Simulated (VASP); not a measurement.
A run of VASP 6.6.1 is set up as follows.

File INCAR:

```
SYSTEM = Pt
  PREC = Accurate
  ENCUT = 520
  EDIFF = 1E-6
  ISMEAR = 0
  SIGMA = 0.1
  LREAL = .FALSE.
  LASPH = .TRUE.
  NELM = 100
  ALGO = Fast
  ISIF = 2
  LWAVE = .FALSE.
  LCHARG = .FALSE.
  GGA = PS
  NBANDS = 17
```

File KPOINTS:

```
Automatic mesh
0
G
  18 18 14
  0 0 0
```

The input POSCAR:

```
Pt
1.0
    2.0178012557      2.0178012557      0.0000000000
   -2.0178012557      2.0178012557      0.0000000000
    0.0000000000      0.0000000000      3.8475355983
Pt
2
Direct
    0.0000000000      0.0000000000      0.0000000000
    0.5000000000      0.5000000000      0.5000000000
```

Potentials or basis: VASP PAW PBE potentials, release 64 (Pt).

The run is started by

```bash
$ cat potpaw_PBE.64/Pt/POTCAR > POTCAR
$ mpirun -np 1 vasp_std > vasp.out
```

Q: Predict the band gap on the k mesh.

A: Zero (band 10 reaches 11.01 eV, above the bottom of band 11 at 9.14 eV).

Q: Estimate the pressure.

A: -10.7 GPa.

Stress tensor (GPa, compression positive):
```
-11.87   0.00   0.00
  0.00 -11.87   0.00
  0.00   0.00  -8.50
```

Caveat: the cell differs from its parent crystal (biaxial strain in the a-b plane: +3.0 %); the PAW data sets were made with another functional, which shifts forces and pressure a little; spin-orbit coupling is left out, which moves the levels of the heavy elements.
